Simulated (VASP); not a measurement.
# NbIn2P3 (P4mm) in VASP: a series of runs

The runs below take NbIn2P3 through single point, relaxation of cell and atoms, with PBE.

All numbers are computed with VASP 6.6.1; they aren't measurements. Logs are shortened: lines on timing, memory, paths and dates and some standing lists are left out, and cuts for length are marked.

**1. The cell of the first run**

Symmetry: P4mm, No. 99, tetragonal system. Conventional cell: a = 3.828 Å, b = 3.828 Å, c = 8.289 Å, α = 90.00°, β = 90.00°, γ = 90.00°. Nb (site symmetry 4mm) has 8 P at 2.62 to 2.83 Å within 3.5 Å. Within 3.6 Å of In (site symmetry 2mm) lie 4 In at 2.71 Å and 3 P at 3.06 to 3.25 Å. Within 3.5 Å of P (site symmetry 2mm) lie 2 Nb at 2.62 Å and 6 P at 2.71 to 3.23 Å and 1 In at 3.06 Å. Within 3.9 Å of P (site symmetry 4mm) lie 4 Nb at 2.83 Å and 8 P at 3.23 to 3.83 Å and 4 In at 3.25 Å.

The cell was generated, and may not be a known phase.

**2. Single point, PBE**

The input, INCAR:

```
SYSTEM = NbIn2P3
PREC     = Accurate       ! precision mode
ENCUT    = 520            ! plane-wave cutoff, eV
EDIFF    = 1E-6           ! SCF threshold, eV
ISMEAR   = 0              ! smearing method
SIGMA    = 0.1            ! smearing width, eV
LREAL    = .False.        ! projectors in reciprocal space
LASPH    = .True.         ! aspherical terms in the spheres
NELM     = 100            ! most SCF steps
ALGO     = Normal         ! electronic algorithm
ISIF     = 2              ! what is computed and relaxed
LWAVE    = .False.        ! write WAVECAR
LCHARG   = .False.        ! write CHGCAR
GGA      = PE             ! functional
NBANDS   = 36             ! bands
```

The input, KPOINTS:

```
regular mesh
0
Gamma
  4 4 2
  0 0 0
```

The input, POSCAR:

```
NbIn2P3
1.0
    3.8275447135      0.0000000000      0.0000000000
    0.0000000000      3.8275447135      0.0000000000
    0.0000000000      0.0000000000      8.2888163838
Nb In P
1 2 3
Direct
    0.0000000000      0.0000000000      0.2930882337
    0.0000000000      0.5000000000      0.7078350557
    0.5000000000      0.0000000000      0.7078350557
    0.0000000000      0.5000000000      0.0774194963
    0.5000000000      0.0000000000      0.0774194963
    0.5000000000      0.5000000000      0.3914669522
```

Potentials or basis: VASP PAW PBE potentials, release 64 (Nb_sv, In_d, P).

Launch:

```
$ cat potpaw_PBE.64/Nb_sv/POTCAR potpaw_PBE.64/In_d/POTCAR potpaw_PBE.64/P/POTCAR > POTCAR
$ mpirun -np 1 vasp_std > vasp.out
```

OUTCAR:

```text
SYSTEM = NbIn2P3
   PREC = Accurate
   ENCUT = 520
   EDIFF = 1E-6
   ISMEAR = 0
   LREAL = .False.
   LASPH = .True.
   NELM = 100
   ISIF = 2
   GGA = PE

 ion  position               nearest neighbor table
   1  0.000  0.000  0.293-   4 2.62   5 2.62   4 2.62   5 2.62   6 2.83   6 2.83   6 2.83   6 2.83

   2  0.000  0.500  0.708-   3 2.71   3 2.71   3 2.71   3 2.71   4 3.06   6 3.25   6 3.25
   3  0.500  0.000  0.708-   2 2.71   2 2.71   2 2.71   2 2.71   5 3.06   6 3.25   6 3.25
   4  0.000  0.500  0.077-   1 2.62   1 2.62   5 2.71   5 2.71   5 2.71   5 2.71   2 3.06
   5  0.500  0.000  0.077-   1 2.62   1 2.62   4 2.71   4 2.71   4 2.71   4 2.71   3 3.06
   6  0.500  0.500  0.391-   1 2.83   1 2.83   1 2.83   1 2.83   3 3.25   3 3.25   2 3.25   2 3.25

  LATTYP: Found a simple tetragonal cell.
 ALAT       =     3.8275447135
 C/A-ratio  =     2.1655700989

  Lattice vectors:

 A1 = (   3.8275447135,   0.0000000000,   0.0000000000)
 A2 = (   0.0000000000,   3.8275447135,   0.0000000000)
 A3 = (   0.0000000000,   0.0000000000,   8.2888163838)

Analysis of symmetry for initial positions (statically):
=====================================================================
 Subroutine PRICEL returns:
 Original cell was already a primitive cell.

 Routine SETGRP: Setting up the symmetry group for a
 simple tetragonal supercell.

 Subroutine GETGRP returns: Found  8 space group operations
 (whereof  8 operations were pure point group operations)
 out of a pool of 16 trial point group operations.

The static configuration has the point symmetry C_4v.

Analysis of symmetry for dynamics (positions and initial velocities):
=====================================================================
 Subroutine PRICEL returns:
 Original cell was already a primitive cell.

 Routine SETGRP: Setting up the symmetry group for a
 simple tetragonal supercell.

 Subroutine GETGRP returns: Found  8 space group operations
 (whereof  8 operations were pure point group operations)
 out of a pool of 16 trial point group operations.

The dynamic configuration has the point symmetry C_4v.

 Subroutine INISYM returns: Found  8 space group operations
 (whereof  8 operations are pure point group operations),
 and found     1 'primitive' translations

----------------------------------------------------------------------------------------

                                     Primitive cell

  volume of cell :     121.4320

[... 86 lines left out ...]
   NSW    =      0    number of steps for IOM
   IBRION =     -1    ionic relax: 0-MD 1-quasi-New 2-CG
   NFREE  =      0    steps in history (QN), initial steepest desc. (CG)
   ISIF   =      2    stress and relaxation
   ISYM   =      2    0-nonsym 1-usesym 2-fastsym
   POTIM  = 0.5000    time-step for ionic-motion
   TEBEG  =    0.0;   TEEND  =   0.0 temperature during run
   PSTRESS=    0.0 pullay stress
   NELECT =      54.0000    total number of electrons
   NUPDOWN=      -1.0000    fix difference up-down
   EMIN   =  10.00;   EMAX   =-10.00  energy-range for DOS
   EFERMI =   0.00;   METHOD = LEGACY
   ISMEAR =     0;   SIGMA  =   0.10  broadening in eV -4-tet -1-fermi 0-gaus
   EFERMI_NEDOS =   21; number of points for ismear=-14 and -15
   IALGO  =     38    algorithm
   IMIX   =      4    mixing-type and parameters
     AMIX     =   0.40;   BMIX     =  1.00
     AMIX_MAG =   1.60;   BMIX_MAG =  1.00
  volume/ion in A,a.u.               =      20.24       136.58
  Fermi-wavevector in a.u.,A,eV,Ry     =   1.249573  2.361351 21.244591  1.561433
  Thomas-Fermi vector in A             =   2.383608
   LORBIT       =      0    0 simple, 1 ext, 2 COOP (PROOUT), +10 PAW based schemes
   GGA     = PE    functional components
   LHFCALC =     F    Hartree Fock is set to
   AEXX    =    0.0000 exact exchange contribution
   IVDW    =     0    specifies the selected vdW correction
   LEPSILON=     F    determine dielectric tensor
   LRPA    =     F    only Hartree local field effects (RPA)
 non-spin polarized calculation
 Gauss-broadening in eV      SIGMA  =   0.10
  energy-cutoff  :      520.00
  volume of cell :      121.43
 maximum number of plane-waves:      3324
   NGX = 15   NGY = 15   NGZ = 31

 number of electron      53.9999994 magnetization

 Free energy of the ion-electron system (eV)
  ---------------------------------------------------
  ext. energy  EPLUGINS =         0.00000000
  ---------------------------------------------------
  free energy    TOTEN  =       -30.53121080 eV

  energy without entropy =      -30.51955262  energy(sigma->0) =      -30.52538171

 E-fermi :   8.3049     XC(G=0): -10.6906

 val. band max:        8.2553841492   @ k =   0.0000   0.0000   0.0000
 cond. band min:       8.3373639587   @ k =   0.5000   0.0000   0.0000
 fundamental gap:      0.0819798094
 Fermi energy:         8.3049160368

 k-point     1 :       0.0000    0.0000    0.0000
  band No.  band energies     occupation
      1     -47.4194      2.00000
      2     -23.4862      2.00000
      3     -23.4429      2.00000
      4     -23.4429      2.00000
      5      -7.8785      2.00000
      6      -7.5003      2.00000
[... 457 lines left out ...]
     35      12.2739      0.00000
     36      13.7768      0.00000

------------------------ aborting loop because EDIFF is reached ----------------------------------------

  FORCE on cell =-STRESS in cart. coord.  units (eV):
  Direction    XX          YY          ZZ          XY          YZ          ZX
  --------------------------------------------------------------------------------------
  -------------------------------------------------------------------------------------
  Total       -0.1246606     -0.1246606     -0.0716234      0.0000000      0.0000000      0.0000000
  in kB       -1.6447764     -1.6447764     -0.9450019      0.0000000      0.0000000      0.0000000
  external PRESSURE =      -1.4115183 kB  Pullay stress =       0.0000000 kB

 VOLUME and BASIS-vectors are now :
 -----------------------------------------------------------------------------
  energy-cutoff  :      520.00
  volume of cell :      121.43
      direct lattice vectors                 reciprocal lattice vectors
     3.827544714  0.000000000  0.000000000     0.261264094  0.000000000  0.000000000
     0.000000000  3.827544714  0.000000000     0.000000000  0.261264094  0.000000000
     0.000000000  0.000000000  8.288816384     0.000000000  0.000000000  0.120644487

 POSITION                                       TOTAL-FORCE (eV/Angst)
 -----------------------------------------------------------------------------------
      0.00000      0.00000      2.42935         0.000000     -0.000000     -0.010556
      0.00000      1.91377      5.86711        -0.000000      0.000000      0.003723
      1.91377      0.00000      5.86711         0.000000      0.000000      0.003723
      0.00000      1.91377      0.64172         0.000000     -0.000000      0.005509
      1.91377      0.00000      0.64172         0.000000     -0.000000      0.005509
      1.91377      1.91377      3.24480         0.000000     -0.000000     -0.007907
 -----------------------------------------------------------------------------------
    total drift:                                0.000000     -0.000000     -0.001038

  FREE ENERGIE OF THE ION-ELECTRON SYSTEM (eV)
  ---------------------------------------------------
  free  energy   TOTEN  =       -30.5312108023 eV

  energy  without entropy=      -30.5195526224  energy(sigma->0) =      -30.52538171
```

Wall time 48 s (1 thread of Intel Xeon Platinum 8259CL at 2.50GHz (Skylake/Cascade Lake), shared host); peak memory 0.23 GiB.

Results:

```yaml
Free_energy: -30.5312 eV
Pressure: -0.1 GPa
Largest_force: 0.011 eV/Å
Band_gap_on_the_k_mesh: zero (bands 27 and 28 overlap by 1.97 eV)
```

Forces on the atoms (eV/Å):
```
Nb   0.000  0.000 -0.011
In   0.000  0.000  0.004
In   0.000  0.000  0.004
P    0.000  0.000  0.006
P    0.000  0.000  0.006
P    0.000  0.000 -0.008
```

Caveat: the k points lie up to 0.41 Å⁻¹ apart, too coarse for converged energies and pressures of a metal; spin-orbit coupling is left out, which moves the levels of the heavy elements.

**3. Single point, PBE**

This run uses another cell than the first one, of 20.47 Å³/atom.

The input, INCAR:

```
SYSTEM = NbIn2P3
PREC = Accurate
ENCUT = 520
EDIFF = 1E-6
ISMEAR = 0
SIGMA = 0.1
LREAL = .False.
LASPH = .True.
NELM = 60
ALGO = Normal
ISIF = 2
LWAVE = .False.
LCHARG = .False.
GGA = PE
NBANDS = 36
```

The input, KPOINTS:

```
Automatic mesh
0
Gamma
  4 4 2
  0 0 0
```

The input, POSCAR:

```
NbIn2P3
1.0
    3.8063466900      0.0000000000      0.0000000000
    0.0000000000      3.8063466900      0.0000000000
    0.0000000000      0.0000000000      8.4768770100
Nb In P
1 2 3
Direct
    0.0000000000      0.0000000000      0.3112244600
    0.0000000000      0.5000000000      0.5715326700
    0.5000000000      0.0000000000      0.5715326700
    0.0000000000      0.5000000000      0.1433342300
    0.5000000000      0.0000000000      0.1433342300
    0.5000000000      0.5000000000      0.5141060300
```

Potentials or basis: VASP PAW PBE potentials, release 64 (Nb_sv, In_d, P).

Launch:

```
$ cat potpaw_PBE.64/Nb_sv/POTCAR potpaw_PBE.64/In_d/POTCAR potpaw_PBE.64/P/POTCAR > POTCAR
$ mpirun -np 1 vasp_std > vasp.out
```

It took 54 s on 1 thread of Intel Xeon Platinum 8259CL at 2.50GHz (Skylake/Cascade Lake), shared host; peak memory 0.23 GiB.

It converged, with:

```
Free energy            : -14.6416 eV
Pressure               : 61.5 GPa
Largest force          : 11.850 eV/Å
Band gap on the k mesh : zero (bands 27 and 28 overlap by 0.47 eV)
```

Forces on the atoms (eV/Å):
```
Nb    0.000   0.000  -0.060
In    0.000   0.000   7.720
In    0.000   0.000   7.720
P     0.000   0.000  -1.765
P     0.000   0.000  -1.765
P     0.000   0.000 -11.850
```

Stress tensor (GPa, compression positive):
```
80.71  0.00  0.00
 0.00 80.71  0.00
 0.00  0.00 23.08
```

Levels at points of the mesh, in eV from the Fermi level:
```csv
k point,band 23,band 24,band 25,band 26,band 27,band 28,band 29,band 30,band 31,band 32
"(0.00, 0.00, 0.00)",-3.78,-2.38,-1.54,0.07,0.19,0.33,1.05,1.05,2.60,3.96
"(0.50, 0.00, 0.00)",-2.25,-1.93,-1.59,-1.27,-0.09,0.10,0.39,0.51,2.06,2.43
"(0.50, 0.50, 0.00)",-3.68,-1.55,-1.55,-1.01,-1.01,0.02,1.28,1.30,3.15,3.15
"(0.00, 0.00, 0.50)",-4.05,-2.40,-1.51,0.17,0.33,0.94,1.04,1.04,1.72,4.34
"(0.50, 0.00, 0.50)",-2.25,-1.92,-1.56,-1.40,-0.40,0.05,0.43,0.52,2.07,2.57
"(0.50, 0.50, 0.50)",-3.65,-1.40,-1.40,-1.18,-1.18,0.02,1.18,1.27,3.08,3.08
```

Caveat: the k points lie up to 0.41 Å⁻¹ apart; spin-orbit coupling is left out, which moves the levels of the heavy elements; forces of over 1 eV/Å act on the atoms, so gaps and moduli don't describe the material at rest.

(Continued in part 2 of 3.)

The gap in the log of VASP goes by the Fermi energy; the results here count the filled bands.